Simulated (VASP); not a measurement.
A run of VASP 6.6.1 is set up as follows.

The input INCAR:

```
PREC = Accurate
ENCUT = 520
EDIFF = 1E-6
ISMEAR = -1
SIGMA = 0.1
LREAL = F
LASPH = T
NELM = 100
ALGO = Normal
ISIF = 2
LWAVE = F
LCHARG = F
GGA = PE
NBANDS = 32
```

KPOINTS

```
Automatic mesh
0
Gamma
  6 6 6
```

File POSCAR:

```
Bi2Te3
1.0
    2.1710605638      1.2534623326      9.7780468487
   -2.1710605638      1.2534623326      9.7780468487
    0.0000000000     -2.5069246653      9.7780468487
Bi Te
2 3
Direct
    0.1880000000      0.1880000000      0.1880000000
    0.5980000000      0.5980000000      0.5980000000
    0.3890000000      0.3890000000      0.3890000000
    0.8000000000      0.8000000000      0.8000000000
    0.0000000000      0.0000000000      0.0000000000
```

Potentials or basis: VASP PAW PBE potentials, release 64 (Bi_d, Te).

Command:

```bash
$ cat potpaw_PBE.64/Bi_d/POTCAR potpaw_PBE.64/Te/POTCAR > POTCAR
$ mpirun -np 1 vasp_std > vasp.out
```

Q: What does it give for the band gap on the k mesh?

A: Zero (bands 24 and 25 overlap by 0.09 eV).

Q: What does it give for the largest force?

A: 1.406 eV/Å.

Q: Predict the pressure.

A: 4.7 GPa.

Forces on the atoms (eV/Å):
```
Bi   0.000  0.000  1.150
Bi   0.000  0.000  0.419
Te   0.000  0.000  1.007
Te   0.000  0.000 -1.169
Te   0.000  0.000 -1.406
```

Caveat: the cell stands under pressure; spin-orbit coupling is left out, which moves the levels of the heavy elements; forces of over 1 eV/Å act on the atoms, so gaps and moduli don't describe the material at rest.
